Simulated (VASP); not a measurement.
The system is I.

```
I
1.0
     3.59000    0.00000    0.00000
    -1.79500    3.10903    0.00000
     0.00000    0.00000    5.86247
I
2
Direct
  0.33333 0.66667 0.25000
  0.66667 0.33333 0.75000
```

```yaml
Program: VASP 6.6.1
Task: relaxation of cell and atoms
Functional: PBEsol
Potentials_or_basis: VASP PAW PBE potentials, release 64 (I)
Cutoff: 600 eV
k_mesh: 7 × 7 × 4
Occupations: fermi-dirac, width 0.02 eV
Spin: no spin polarisation
```

At the start: pressure -0.6 GPa; volume 32.72 Å³/atom.

Q: Where does the relaxation end?

A: Over 26 steps the energy falls by 144.5 meV/atom and the volume is 36.60 Å³/atom (+11.9 %); space group P6_3/mmc (No. 194, to 0.1 Å) before and after.

Step by step:
| step | energy change (eV) | largest force (eV/Å) | pressure (GPa) | volume (Å³) |
| --- | --- | --- | --- | --- |
| 1 | 0.0000 | 0.0000 | -0.58 | 65.43 |
| 2 | -0.0046 | 0.0000 | -0.07 | 64.31 |
| 3 | -0.0054 | 0.0000 | 0.22 | 63.76 |
| 4 | -0.0074 | 0.0000 | 0.21 | 63.84 |
| 5 | -0.0207 | 0.0000 | 0.13 | 64.02 |
| 6 | -0.0657 | 0.0000 | 0.44 | 64.25 |
| 7 | -0.2134 | 0.0000 | 2.15 | 64.17 |
| 8 | 0.4669 | 0.0000 | 14.81 | 62.12 |
| 9 | -0.2202 | 0.0000 | 2.91 | 64.06 |
| 10 | -0.2192 | 0.0000 | 3.06 | 64.04 |
| 11 | -0.2194 | 0.0000 | 3.08 | 64.06 |
| 12 | -0.2199 | 0.0000 | 3.15 | 64.13 |
| 13 | -0.2200 | 0.0000 | 3.27 | 64.28 |
| 14 | -0.2201 | 0.0000 | 3.22 | 64.22 |
| 15 | -0.2209 | 0.0000 | 3.20 | 64.26 |
| 16 | -0.2232 | 0.0000 | 3.13 | 64.39 |
| 17 | -0.2278 | 0.0000 | 2.97 | 64.65 |
| 18 | -0.2364 | 0.0000 | 2.68 | 65.18 |
| 19 | -0.2513 | 0.0000 | 2.13 | 66.23 |
| 20 | -0.2722 | 0.0000 | 1.14 | 68.36 |
| 21 | -0.2832 | 0.0000 | -0.49 | 72.77 |
| 22 | -0.2840 | 0.0000 | -0.21 | 71.90 |
| 23 | -0.2850 | 0.0000 | -0.18 | 72.03 |
| 24 | -0.2873 | 0.0000 | -0.09 | 72.43 |
| 25 | -0.2889 | 0.0000 | 0.11 | 73.22 |
| 26 | -0.2889 | 0.0000 | 0.10 | 73.20 |

Final structure:
```yaml
crystal:
  lattice:
    - [3.31038, 0.00000, 0.00000]
    - [-1.65519, 2.86687, 0.00000]
    - [0.00000, 0.00000, 7.71264]
  atoms:
    - { symbol: I, position: [0.33333, 0.66667, 0.25000] }
    - { symbol: I, position: [0.66667, 0.33333, 0.75000] }
```

Caveat: a cell axis changed by over 15 % at a fixed basis, so the end point is rough; the PAW data sets were made with another functional, which shifts forces and pressure a little; this functional lacks dispersion, which binds the layers, so the pressure and a relaxed spacing across them are unreliable.
